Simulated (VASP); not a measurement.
The system is Hf2Ge3.

```
Hf Ge
1.0
     5.80358    0.00000    0.00000
    -2.90179    5.02605    0.00000
     0.00000    0.00000    4.30943
Hf Ge
2 3
Cartesian
  0.0000 3.3507 2.1547
  2.9018 1.6753 2.1547
  1.4509 2.5130 0.0000
  2.9018 0.0000 0.0000
  -1.4509 2.5130 0.0000
```

The cell was generated, and may not be a known phase.

```yaml
Program: VASP 6.6.1
Task: relaxation of cell and atoms
Functional: PBE
Potentials_or_basis: VASP PAW PBE potentials, release 64 (Hf_pv, Ge_d)
Cutoff: 600 eV
k_mesh: 6 × 6 × 10
Occupations: gaussian, width 0.1 eV
Spin: no spin polarisation
```

At the start: pressure 0.0 GPa; volume 25.14 Å³/atom.

How do energy, volume and symmetry change on relaxing?

Over 6 steps the energy falls by 2.2 meV/atom and the volume is 25.51 Å³/atom (+1.5 %); space group P6/mmm (No. 191, to 0.1 Å) before and after.

Step by step:
```tsv
step	energy change (eV)	largest force (eV/Å)	pressure (GPa)	volume (Å³)
1	0.0000	0.0000	0.05	125.70
2	-0.0059	0.0000	0.37	125.83
3	-0.0079	0.0000	0.69	125.95
4	-0.0106	0.0000	0.25	127.06
5	-0.0107	0.0000	-0.09	127.70
6	-0.0108	0.0000	-0.06	127.53
```

Final structure:
```
Hf Ge
1.0
     5.88787    0.00000    0.00000
    -2.94393    5.09904    0.00000
     0.00000    0.00000    4.24780
Hf Ge
2 3
Cartesian
  0.0000 3.3994 2.1239
  2.9439 1.6997 2.1239
  1.4720 2.5495 0.0000
  2.9439 0.0000 0.0000
  -1.4720 2.5495 0.0000
```
